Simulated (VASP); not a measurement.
# Ta12Si: single point with LDA

The system is Ta12Si, a slab with vacuum.

```
CELL_PARAMETERS angstrom
5.63410 0.00000 0.00000
-1.87803 5.31188 0.00000
0.00000 0.00000 19.94442
ATOMIC_POSITIONS crystal
Ta 0.25000 0.25000 0.20056
Ta 0.25000 0.75000 0.20056
Ta 0.75000 0.25000 0.20056
Ta 0.75000 0.75000 0.20056
Ta 0.00000 0.00000 0.31198
Ta 0.00000 0.50000 0.31198
Ta 0.50000 0.00000 0.31198
Ta 0.50000 0.50000 0.31198
Ta 0.20946 0.20946 0.41985
Ta 0.24527 0.71761 0.42881
Ta 0.71761 0.24527 0.42881
Ta 0.74465 0.74465 0.43164
Si 0.41667 0.41667 0.51719
```

```yaml
Program: VASP 6.6.1
Task: single point
Functional: LDA
Potentials_or_basis: VASP PAW LDA potentials, release 64 (Ta_pv, Si)
Cutoff: 520 eV
k_mesh: 5 × 5 × 1
Occupations: gaussian, width 0.1 eV
Spin: no spin polarisation
```

```json
{"Largest force": "1.327 eV/Å", "Band gap on the k mesh": "zero (bands 68 and 69 overlap by 0.67 eV)"}
```

Forces on the atoms (eV/Å):
```
Ta   0.073  0.103  0.064
Ta   0.104 -0.001  0.106
Ta  -0.035  0.098  0.106
Ta  -0.025 -0.036  0.067
Ta  -0.495 -0.700 -0.834
Ta  -0.244 -0.162  0.122
Ta  -0.072 -0.284  0.122
Ta  -0.073 -0.103  0.096
Ta   0.001  0.002  0.033
Ta   0.002  0.002  0.022
Ta   0.001  0.002  0.022
Ta  -0.003 -0.004  0.030
Si   0.766  1.083  0.042
```

Levels at points of the mesh, in eV from the Fermi level:
| k point | band 63 | band 64 | band 65 | band 66 | band 67 | band 68 | band 69 | band 70 | band 71 | band 72 |
| --- | --- | --- | --- | --- | --- | --- | --- | --- | --- | --- |
| (0.00, 0.00, 0.00) | -0.40 | -0.06 | 0.07 | 0.13 | 0.22 | 0.40 | 0.62 | 0.66 | 1.19 | 1.42 |

It took 12 min on 1 thread of Oxide Virtual Turin-like Processor (shared host), peak memory 0.57 GiB.

Caveat: spin-orbit coupling is left out, which moves the levels of the heavy elements.
